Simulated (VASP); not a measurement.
Input of a VASP 6.6.1 run:

The input INCAR:

```
ALGO = Normal
EDIFF = 1E-7
ENCUT = 520
GGA = PE
ISIF = 2
ISMEAR = -1
LASPH = T
LCHARG = F
LREAL = F
LWAVE = F
NBANDS = 14
NELM = 60
PREC = Accurate
SIGMA = 0.05
```

File KPOINTS:

```
k-points
0
Gamma
  8 8 8
```

Contents of POSCAR:

```
NaCl
1.0
    3.4306966741      0.0000000000      0.0000000000
    0.0000000000      3.4306966741      0.0000000000
    0.0000000000      0.0000000000      3.4306966741
Cl Na
1 1
Direct
    0.5000000000      0.5000000000      0.5000000000
    0.0000000000      0.0000000000      0.0000000000
```

Potentials or basis: VASP PAW PBE potentials, release 64 (Cl, Na_pv).

Command:

```bash
$ cat potpaw_PBE.64/Cl/POTCAR potpaw_PBE.64/Na_pv/POTCAR > POTCAR
$ mpirun -np 1 vasp_std > vasp.out
```

(1) Predict the band gap on the k mesh.

(2) Predict the pressure.

Results:

(1) 4.20 eV, indirect (least direct gap 4.74 eV).

(2) 1.9 GPa.
